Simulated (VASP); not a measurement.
# Si: single point with LDA

Crystal: Si.

```
Si
1.0
     3.66074    0.00000    0.00000
    -1.83037    3.17030    0.00000
     0.00000    0.00000    6.78226
Si
4
Direct
  0.33333 0.66667 0.04872
  0.66667 0.33333 0.54872
  0.33333 0.66667 0.45128
  0.66667 0.33333 0.95128
```

This isn't the form of Si at room conditions, which is diamond.

This cell differs from its parent crystal: atoms shifted along a free coordinate, c/a of the conventional cell at fixed volume 1.8527.

```
Program                : VASP 6.6.1
Task                   : single point
Functional             : LDA
Potentials or basis    : VASP PAW LDA potentials, release 64 (Si)
Cutoff                 : 520 eV
k mesh                 : 12 × 12 × 6
Occupations            : gaussian, width 0.03 eV
Spin                   : no spin polarisation
Dipole correction      : no
Further INCAR settings : ALGO = Normal; EDIFF = 1e-07; NBANDS = 16
```

* Pressure: 6.4 GPa
* Largest force: 2.176 eV/Å
* Band gap on the k mesh: 0.08 eV

Forces on the atoms (eV/Å):
```
Si   0.000  0.000  2.176
Si   0.000  0.000  2.176
Si   0.000  0.000 -2.176
Si   0.000  0.000 -2.176
```

Stress tensor (GPa, compression positive):
```
 15.50   0.00   0.00
  0.00  15.50   0.00
  0.00   0.00 -11.84
```

Levels at points of the mesh, in eV from the valence-band top:
| k point | band 5 | band 6 | band 7 | band 8 | band 9 | band 10 | band 11 | band 12 |
| --- | --- | --- | --- | --- | --- | --- | --- | --- |
| (0.00, 0.00, 0.00) | -1.50 | -0.70 | -0.70 | -0.17 | 0.13 | 1.90 | 2.38 | 2.38 |
| (0.50, 0.00, 0.00) | -4.26 | -3.22 | -2.56 | -2.32 | 0.31 | 1.69 | 2.15 | 3.19 |
| (0.00, 0.00, 0.50) | -1.14 | -1.14 | -1.14 | -1.14 | 2.37 | 2.37 | 2.91 | 2.91 |
| (0.50, 0.00, 0.50) | -2.82 | -2.82 | -2.50 | -2.50 | 0.45 | 0.45 | 0.91 | 0.91 |

Run time: 110 s on 1 thread of Intel(R) Xeon(R) Platinum 8488C (Sapphire Rapids), with other jobs on the host, peak memory 0.19 GiB.

Caveat: the cell stands under pressure; forces of over 1 eV/Å act on the atoms, so gaps and moduli don't describe the material at rest. A k mesh can miss the band edges.
